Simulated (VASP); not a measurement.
Runs of VASP 6.6.1 on PtSe2. The structure is that of space group P-3m1 (No. 164), or close to it. The cells are those of the table. 

```csv
cell,gap on the mesh (eV),pressure (GPa),largest force (eV/Å)
"a = 3.668, b = 3.668, c = 4.910 Å, angles 90.0, 90.0, 120.0°, 3 atoms",none,16.9,(c)
"a = 3.836, b = 3.836, c = 4.986 Å, angles 90.0, 90.0, 120.0°, 3 atoms",none,0.2,0.13
"a = 3.612, b = 3.612, c = 5.062 Å, angles 90.0, 90.0, 120.0°, 3 atoms",none,18.8,(b)
"a = 3.612, b = 3.612, c = 5.214 Å, angles 90.0, 90.0, 120.0°, 3 atoms",none,(a),(d)
"a = 3.724, b = 3.724, c = 4.910 Å, angles 90.0, 90.0, 120.0°, 3 atoms",none,10.9,1.01
"a = 3.836, b = 3.836, c = 5.062 Å, angles 90.0, 90.0, 120.0°, 3 atoms",none,-1.0,0.05
"a = 3.612, b = 3.612, c = 5.138 Å, angles 90.0, 90.0, 120.0°, 3 atoms",none,16.6,1.16
"a = 3.780, b = 3.780, c = 4.986 Å, angles 90.0, 90.0, 120.0°, 3 atoms",none,4.3,0.44
```

Alike in all rows: task single point; level PBE; potentials or basis VASP PAW PBE potentials, release 64 (Pt, Se); no spin polarisation; k mesh 12 × 12 × 10; cutoff (eV) 520; smearing gaussian 0.15 eV.

Question: Estimate the missing entries.

Answer: (a) 14.4; (b) 1.42; (c) 1.44; (d) 0.91.

Caveats: spin-orbit coupling is left out, which moves the levels of the heavy elements; forces of over 1 eV/Å act on the atoms, so gaps and moduli don't describe the material at rest (some runs).

A k mesh can miss the band edges, and the runs leave out spin-orbit coupling on Pt, Se.

A gap of «none» marks levels without a gap at the run's occupations.
